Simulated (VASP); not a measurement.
# SnO2 (R-3m) in VASP: notebook

The runs below take SnO2 through single point, with PBE.

All numbers are computed with VASP 6.6.1; they aren't measurements. Logs are shortened: lines on timing, memory, paths and dates and some standing lists are left out, and cuts for length are marked.

## (1) The cell of the first run

It takes space group R-3m (No. 166, trigonal). Conventional cell: a = 3.145 Å, b = 3.145 Å, c = 14.350 Å, α = 90.00°, β = 90.00°, γ = 120.00°. Within 2.6 Å of Sn (site symmetry -3m) lie 6 O at 1.99 Å. Within 2.6 Å of O (site symmetry 3m) lie 3 Sn at 1.99 Å and 3 O at 2.44 Å.

## (2) Single point, PBE (atoms shifted along a free coordinate)

Contents of INCAR:

```
PREC = Accurate
ENCUT = 520
EDIFF = 1E-6
ISMEAR = 0
SIGMA = 0.05
LREAL = F
LASPH = T
NELM = 80
ALGO = Normal
ISIF = 2
LWAVE = F
LCHARG = F
GGA = PE
NBANDS = 20
```

Contents of KPOINTS:

```
Automatic mesh
0
Gamma
  12 12 12
```

Contents of POSCAR:

```
SnO2
1.0
    1.5724397632      0.9078485206      4.7834132923
   -1.5724397632      0.9078485206      4.7834132923
    0.0000000000     -1.8156970411      4.7834132923
Sn O
1 2
Direct
    0.5000000000      0.5000000000      0.5000000000
    0.2233609734      0.2233609734      0.2233609734
    0.7766390266      0.7766390266      0.7766390266
```

Potentials or basis: VASP PAW PBE potentials, release 64 (Sn_d, O).

Launch:

```sh
$ cat potpaw_PBE.64/Sn_d/POTCAR potpaw_PBE.64/O/POTCAR > POTCAR
$ mpirun -np 1 vasp_std > vasp.out
```

OUTCAR:

```text
PREC = Accurate
   ENCUT = 520
   EDIFF = 1E-6
   ISMEAR = 0
   LREAL = F
   LASPH = T
   NELM = 80
   ISIF = 2
   GGA = PE

 ion  position               nearest neighbor table
   1  0.500  0.500  0.500-   2 1.99   3 1.99   2 1.99   2 1.99   3 1.99   3 1.99
   2  0.223  0.223  0.223-   1 1.99   1 1.99   1 1.99
   3  0.777  0.777  0.777-   1 1.99   1 1.99   1 1.99

  LATTYP: Found a trigonal (rhomboedric) cell.
 ALAT       =     5.1164243833
 COS(alpha) =     0.8110943660

  Lattice vectors:

 A1 = (   1.5724397632,   0.9078485206,   4.7834132923)
 A2 = (  -1.5724397632,   0.9078485206,   4.7834132923)
 A3 = (   0.0000000000,  -1.8156970411,   4.7834132923)

Analysis of symmetry for initial positions (statically):
=====================================================================
 Subroutine PRICEL returns:
 Original cell was already a primitive cell.

 Routine SETGRP: Setting up the symmetry group for a
 trigonal (rhombohedral) supercell.

 Subroutine GETGRP returns: Found 12 space group operations
 (whereof 12 operations were pure point group operations)
 out of a pool of 12 trial point group operations.

The static configuration has the point symmetry D_3d.

Analysis of symmetry for dynamics (positions and initial velocities):
=====================================================================
 Subroutine PRICEL returns:
 Original cell was already a primitive cell.

 Routine SETGRP: Setting up the symmetry group for a
 trigonal (rhombohedral) supercell.

 Subroutine GETGRP returns: Found 12 space group operations
 (whereof 12 operations were pure point group operations)
 out of a pool of 12 trial point group operations.

The dynamic configuration has the point symmetry D_3d.

 Subroutine INISYM returns: Found 12 space group operations
 (whereof 12 operations are pure point group operations),
 and found     1 'primitive' translations

----------------------------------------------------------------------------------------

                                     Primitive cell

  volume of cell :      40.9710

  direct lattice vectors                    reciprocal lattice vectors
     1.572439763  0.907848521  4.783413292     0.317977204  0.183584225  0.069685246
    -1.572439763  0.907848521  4.783413292    -0.317977204  0.183584225  0.069685246
     0.000000000 -1.815697041  4.783413292     0.000000000 -0.367168449  0.069685246

  length of vectors
     5.116424383  5.116424383  5.116424383     0.373722763  0.373722763  0.373722763

  position of ions in fractional coordinates (direct lattice)
     0.500000000  0.500000000  0.500000000
     0.223360973  0.223360973  0.223360973
     0.776639027  0.776639027  0.776639027

  ion indices of the primitive-cell ions
   primitive index   ion index
                 1           1
                 2           2
                 3           3

----------------------------------------------------------------------------------------

 KPOINTS: Automatic mesh

Automatic generation of k-mesh.
 Grid dimensions read from file:
 generate k-points for:   12   12   12

 Generating k-lattice:

  Cartesian coordinates                     Fractional coordinates (reciprocal lattice)
     0.026498100  0.015298685  0.005807104     0.083333333  0.000000000 -0.000000000
    -0.026498100  0.015298685  0.005807104     0.000000000  0.083333333 -0.000000000
     0.000000000 -0.030597371  0.005807104     0.000000000  0.000000000  0.083333333

  Length of vectors
     0.031143564  0.031143564  0.031143564

  Shift w.r.t. Gamma in fractional coordinates (k-lattice)
     0.000000000  0.000000000  0.000000000

 Subroutine IBZKPT returns following result:
 ===========================================

 Found    189 irreducible k-points:

 Following reciprocal coordinates:
            Coordinates               Weight
  0.000000  0.000000  0.000000      1.000000
  0.083333 -0.000000  0.000000      6.000000
  0.166667 -0.000000  0.000000      6.000000
  0.250000  0.000000  0.000000      6.000000
  0.333333 -0.000000 -0.000000      6.000000
  0.416667 -0.000000  0.000000      6.000000
[... 16 lines left out ...]
  0.500000  0.166667  0.000000     12.000000
 -0.416667  0.166667  0.000000     12.000000
 [... further k-points ...]
   k-points           NKPTS =    189   k-points in BZ     NKDIM =    189   number of bands    NBANDS=     20
   number of dos      NEDOS =    301   number of ions     NIONS =      3
   total plane-waves  NPLWV =  64000
   dimension x,y,z NGX =    40 NGY =   40 NGZ =   40
   dimension x,y,z NGXF=    80 NGYF=   80 NGZF=   80
   ions per type =               1   2
   NGX,Y,Z   is equivalent  to a cutoff of  13.00, 13.00, 13.00 a.u.
   NGXF,Y,Z  is equivalent  to a cutoff of  25.99, 25.99, 25.99 a.u.
 SYSTEM =  unknown system
   PREC   = accura    normal or accurate (medium, high low for compatibility)
   ISTART =      0    job   : 0-new  1-cont  2-samecut
   ICHARG =      2    charge: 1-file 2-atom 10-const
   ISPIN  =      1    spin polarized calculation?
   LNONCOLLINEAR =      F non collinear calculations
   LSORBIT =      F    spin-orbit coupling
   LASPH  =      T    aspherical Exc in radial PAW
   ENCUT  =  520.0 eV  38.22 Ry    6.18 a.u.   9.51  9.51  9.51*2*pi/ulx,y,z
   NELM   =     80;   NELMIN=  2; NELMDL= -5     # of ELM steps
   EDIFF  = 0.1E-05   stopping-criterion for ELM
   LREAL  =      F    real-space projection
   EDIFFG = 0.1E-04   stopping-criterion for IOM
   NSW    =      0    number of steps for IOM
   IBRION =     -1    ionic relax: 0-MD 1-quasi-New 2-CG
   NFREE  =      0    steps in history (QN), initial steepest desc. (CG)
   ISIF   =      2    stress and relaxation
   ISYM   =      2    0-nonsym 1-usesym 2-fastsym
   POTIM  = 0.5000    time-step for ionic-motion
   TEBEG  =    0.0;   TEEND  =   0.0 temperature during run
   PSTRESS=    0.0 pullay stress
   NELECT =      26.0000    total number of electrons
   NUPDOWN=      -1.0000    fix difference up-down
   EMIN   =  10.00;   EMAX   =-10.00  energy-range for DOS
   EFERMI =   0.00;   METHOD = LEGACY
   ISMEAR =     0;   SIGMA  =   0.05  broadening in eV -4-tet -1-fermi 0-gaus
   EFERMI_NEDOS =   21; number of points for ismear=-14 and -15
   IALGO  =     38    algorithm
   IMIX   =      4    mixing-type and parameters
     AMIX     =   0.40;   BMIX     =  1.00
     AMIX_MAG =   1.60;   BMIX_MAG =  1.00
  volume/ion in A,a.u.               =      13.66        92.16
  Fermi-wavevector in a.u.,A,eV,Ry     =   1.406826  2.658516 26.928103  1.979160
  Thomas-Fermi vector in A             =   2.529147
   LORBIT       =      0    0 simple, 1 ext, 2 COOP (PROOUT), +10 PAW based schemes
   GGA     = PE    functional components
   LHFCALC =     F    Hartree Fock is set to
   AEXX    =    0.0000 exact exchange contribution
   IVDW    =     0    specifies the selected vdW correction
   LEPSILON=     F    determine dielectric tensor
   LRPA    =     F    only Hartree local field effects (RPA)
 non-spin polarized calculation
 Gauss-broadening in eV      SIGMA  =   0.05
  energy-cutoff  :      520.00
  volume of cell :       40.97
 maximum number of plane-waves:      1122
 NGX is ok and might be reduce to    40
   NGX = 19   NGY = 19   NGZ = 19

 number of electron      26.0000002 magnetization

 Free energy of the ion-electron system (eV)
  ---------------------------------------------------
  ext. energy  EPLUGINS =         0.00000000
  ---------------------------------------------------
  free energy    TOTEN  =       -17.20550069 eV

  energy without entropy =      -17.20550069  energy(sigma->0) =      -17.20550069

 E-fermi :   4.2359     XC(G=0): -10.0235

 val. band max:        3.9494890166   @ k =  -0.1667   0.4167   0.1667
 cond. band min:       6.9036261903   @ k =   0.0000   0.0000   0.0000
 fundamental gap:      2.9541371737
 Fermi energy:         4.2358693838

 k-point     1 :       0.0000    0.0000    0.0000
  band No.  band energies     occupation
      1     -16.7501      2.00000
      2     -15.6670      2.00000
      3     -15.6670      2.00000
      4     -15.2743      2.00000
      5     -15.2743      2.00000
      6     -14.3472      2.00000
[... 12 lines left out ...]
     19      21.6684      0.00000
     20      22.3638      0.00000

 k-point     2 :       0.0833   -0.0000    0.0000
  band No.  band energies     occupation
      1     -16.6728      2.00000
      2     -15.7830      2.00000
      3     -15.6453      2.00000
      4     -15.2923      2.00000
      5     -15.2737      2.00000
      6     -14.3330      2.00000
[... 12 lines left out ...]
     19      20.4878      0.00000
     20      22.3516      0.00000

 k-point     3 :       0.1667   -0.0000    0.0000
  band No.  band energies     occupation
      1     -16.4931      2.00000
      2     -16.0239      2.00000
      3     -15.5906      2.00000
      4     -15.3271      2.00000
      5     -15.2665      2.00000
      6     -14.2831      2.00000
[... 12 lines left out ...]
     19      19.2682      0.00000
     20      22.3316      0.00000

 k-point     4 :       0.2500    0.0000    0.0000
  band No.  band energies     occupation
      1     -16.5531      2.00000
      2     -15.9672      2.00000
      3     -15.5327      2.00000
      4     -15.3621      2.00000
      5     -15.2372      2.00000
      6     -14.1847      2.00000
[... 12 lines left out ...]
     19      18.4283      0.00000
     20      21.9795      0.00000

 k-point     5 :       0.3333   -0.0000   -0.0000
  band No.  band energies     occupation
      1     -16.8028      2.00000
      2     -15.6791      2.00000
      3     -15.5004      2.00000
      4     -15.3756      2.00000
      5     -15.1791      2.00000
      6     -14.0267      2.00000
[... 12 lines left out ...]
     19      18.9895      0.00000
     20      20.4567      0.00000

 k-point     6 :       0.4167   -0.0000    0.0000
  band No.  band energies     occupation
      1     -16.9825      2.00000
      2     -15.5313      2.00000
      3     -15.4911      2.00000
      4     -15.3106      2.00000
      5     -15.1201      2.00000
      6     -13.8396      2.00000
[... 12 lines left out ...]
     19      19.6562      0.00000
     20      19.7036      0.00000

 k-point     7 :       0.5000    0.0000    0.0000
  band No.  band energies     occupation
      1     -17.0456      2.00000
      2     -15.5137      2.00000
      3     -15.4899      2.00000
      4     -15.2545      2.00000
      5     -15.0958      2.00000
      6     -13.7469      2.00000
[... 12 lines left out ...]
     19      19.4667      0.00000
     20      19.9496      0.00000
[... 277 lines left out ...]
 k-point    20 :       0.2500    0.1667    0.0000
  band No.  band energies     occupation
      1     -16.3994      2.00000
      2     -16.1663      2.00000
      3     -15.5311      2.00000
      4     -15.3488      2.00000
      5     -15.2520      2.00000
      6     -14.1971      2.00000
[... 12 lines left out ...]
     19      18.3056      0.00000
     20      22.0223      0.00000

 k-point    21 :       0.3333    0.1667    0.0000
  band No.  band energies     occupation
      1     -16.4769      2.00000
      2     -16.1737      2.00000
      3     -15.4656      2.00000
      4     -15.3720      2.00000
      5     -15.2114      2.00000
      6     -13.9679      2.00000
[... 12 lines left out ...]
     19      18.3655      0.00000
     20      20.9504      0.00000

 k-point    22 :       0.4167    0.1667    0.0000
  band No.  band energies     occupation
      1     -16.6817      2.00000
      2     -16.0495      2.00000
      3     -15.4409      2.00000
      4     -15.3756      2.00000
      5     -15.1750      2.00000
      6     -13.5824      2.00000
[... 12 lines left out ...]
     19      18.9737      0.00000
     20      19.8751      0.00000

 k-point    23 :       0.5000    0.1667    0.0000
  band No.  band energies     occupation
      1     -16.8291      2.00000
      2     -15.9594      2.00000
      3     -15.4525      2.00000
      4     -15.3259      2.00000
      5     -15.1859      2.00000
      6     -13.1639      2.00000
[... 12 lines left out ...]
     19      19.1697      0.00000
     20      19.4594      0.00000

 k-point    24 :      -0.4167    0.1667    0.0000
  band No.  band energies     occupation
      1     -16.8812      2.00000
      2     -15.9288      2.00000
      3     -15.4605      2.00000
      4     -15.2720      2.00000
      5     -15.2234      2.00000
      6     -12.9693      2.00000
[... 12 lines left out ...]
     19      18.7517      0.00000
     20      19.5146      0.00000

 [... further k-points ...]

------------------------ aborting loop because EDIFF is reached ----------------------------------------

  FORCE on cell =-STRESS in cart. coord.  units (eV):
  Direction    XX          YY          ZZ          XY          YZ          ZX
  --------------------------------------------------------------------------------------
  -------------------------------------------------------------------------------------
  Total       10.4908845     10.4908845      6.4136458      0.0000000      0.0000000      0.0000000
  in kB      410.2476705    410.2476705    250.8066164      0.0000000      0.0000000      0.0000000
  external PRESSURE =     357.1006525 kB  Pullay stress =       0.0000000 kB

 VOLUME and BASIS-vectors are now :
 -----------------------------------------------------------------------------
  energy-cutoff  :      520.00
  volume of cell :       40.97
      direct lattice vectors                 reciprocal lattice vectors
     1.572439763  0.907848521  4.783413292     0.317977204  0.183584225  0.069685246
    -1.572439763  0.907848521  4.783413292    -0.317977204  0.183584225  0.069685246
     0.000000000 -1.815697041  4.783413292     0.000000000 -0.367168449  0.069685246

 POSITION                                       TOTAL-FORCE (eV/Angst)
 -----------------------------------------------------------------------------------
      0.00000      0.00000      7.17512         0.000000     -0.000000     -0.000000
      0.00000      0.00000      3.20528        -0.000000      0.000000      4.011698
      0.00000      0.00000     11.14496        -0.000000     -0.000000     -4.011698
 -----------------------------------------------------------------------------------
    total drift:                                0.000000      0.000000      0.000000

  FREE ENERGIE OF THE ION-ELECTRON SYSTEM (eV)
  ---------------------------------------------------
  free  energy   TOTEN  =       -17.2055006858 eV

  energy  without entropy=      -17.2055006858  energy(sigma->0) =      -17.20550069
```

Run time: 2.2 min. Hardware: 1 thread of Intel Xeon 6975P-C (Granite Rapids), shared host; peak memory 0.33 GiB.

Results:

- Free energy: -17.2055 eV
- Pressure: 35.7 GPa
- Largest force: 4.012 eV/Å
- Band gap on the k mesh: 2.95 eV (least direct gap 3.90 eV)

Forces on the atoms (eV/Å):
```
Sn   0.000  0.000  0.000
O    0.000  0.000  4.012
O    0.000  0.000 -4.012
```

Stress tensor (GPa, compression positive):
```
41.02  0.00  0.00
 0.00 41.02  0.00
 0.00  0.00 25.08
```

Levels at points of the mesh, in eV from the valence-band top:
| k point | band 10 | band 11 | band 12 | band 13 | band 14 | band 15 | band 16 | band 17 |
| --- | --- | --- | --- | --- | --- | --- | --- | --- |
| (0.00, 0.00, 0.00) | -1.74 | -1.19 | -1.19 | -0.94 | 2.95 | 6.88 | 10.98 | 12.15 |
| (0.50, 0.00, 0.00) | -4.16 | -1.19 | -0.55 | -0.31 | 7.08 | 8.67 | 9.92 | 12.23 |
| (0.50, 0.50, 0.00) | -4.20 | -0.98 | -0.25 | -0.20 | 6.89 | 7.66 | 10.69 | 11.93 |
| (0.50, 0.50, 0.50) | -1.76 | -1.76 | -1.17 | -1.17 | 4.10 | 6.55 | 10.78 | 12.32 |

Caveat: the cell differs from its parent crystal (atoms shifted along a free coordinate); the stress differs along the axes, from 25 to 41 GPa; spin-orbit coupling is left out, which moves the levels of the heavy elements; forces of over 1 eV/Å act on the atoms, so gaps and moduli don't describe the material at rest. A k mesh can miss the band edges.

(Continued in part 2 of 2.)
